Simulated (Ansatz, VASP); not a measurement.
# Two plane-wave programs on Ir

The input INCAR:

```
SYSTEM = Ir
  PREC = Accurate
  ENCUT = 500
  EDIFF = 1E-6
  ISMEAR = -5
  SIGMA = 0.1
  LREAL = .False.
  LASPH = .True.
  NELM = 120
  ALGO = Normal
  ISIF = 2
  LWAVE = .False.
  LCHARG = .False.
  GGA = PE
  IVDW = 12
  NBANDS = 16
  GGA_COMPAT = .False.
```

Contents of KPOINTS:

```
regular mesh
0
Gamma
  6 6 4
  0 0 0
```

File POSCAR:

```
Ir
1.0
    2.7513778946      0.0000000000      0.0000000000
   -1.3756889473      2.3827631521      0.0000000000
    0.0000000000      0.0000000000      4.4622900000
Ir
2
Direct
    0.6666666667      0.3333333333      0.7500000000
    0.3333333333      0.6666666667      0.2500000000
```

Input for Ansatz:

```yaml
crystal:
  lattice:
    - [2.7513778946, 0.0, 0.0]
    - [-1.3756889473, 2.3827631521, 0.0]
    - [0.0, 0.0, 4.46229]
  atoms:
    - { symbol: Ir, position: [0.6666666667, 0.3333333333, 0.75] }
    - { symbol: Ir, position: [0.3333333333, 0.6666666667, 0.25] }
basis:
  ecutwfc: 560
kpoints:
  mp_grid: { grid: [6, 6, 4] }
  band_path: { path: [[0, 0, 0], [0.5, 0, 0], [0.5, 0.5, 0.5]], npoints: 8 }
hamiltonian:
  xc: pbe
  dispersion: d3bj
scf:
  occupations: { method: tetrahedron }
output:
  forces: true
  stress: true
  eigenvalues: true
```

Alike in both runs: task single point; functional PBE; dispersion D3(BJ); k mesh 6 × 6 × 4; occupations tetrahedron; no spin polarisation.

```csv
,VASP,Ansatz
version,VASP 6.6.1,Ansatz 0.2.0
potentials or method,"VASP PAW PBE potentials, release 64 (Ir), cutoff 500 eV","scalar-relativistic, plane waves, PAW"
valence electrons in the cell,18,34
```

VASP gave:

- gap on the k mesh at the Fermi level (eV): none
- pressure (GPa): -9.3
- traceless stress, the component that is largest in VASP (GPa): -4.20

Q: What did Ansatz give for the same quantities?

A: gap on the k mesh at the Fermi level (eV): none; pressure (GPa): -9.7; traceless stress, the component that is largest in VASP (GPa): -4.30.

A gap of «none» marks a metal or a gap that the smearing closes. VASP's potentials hold 18 valence electrons a cell and Ansatz's 34, so a difference there can come from the potentials and not from the codes. Ansatz's warnings: band table not solved further, tetrahedron derivatives may miss energy slope.

The k mesh is coarse, so the values compare programs but aren't converged. Spin-orbit coupling is off throughout.
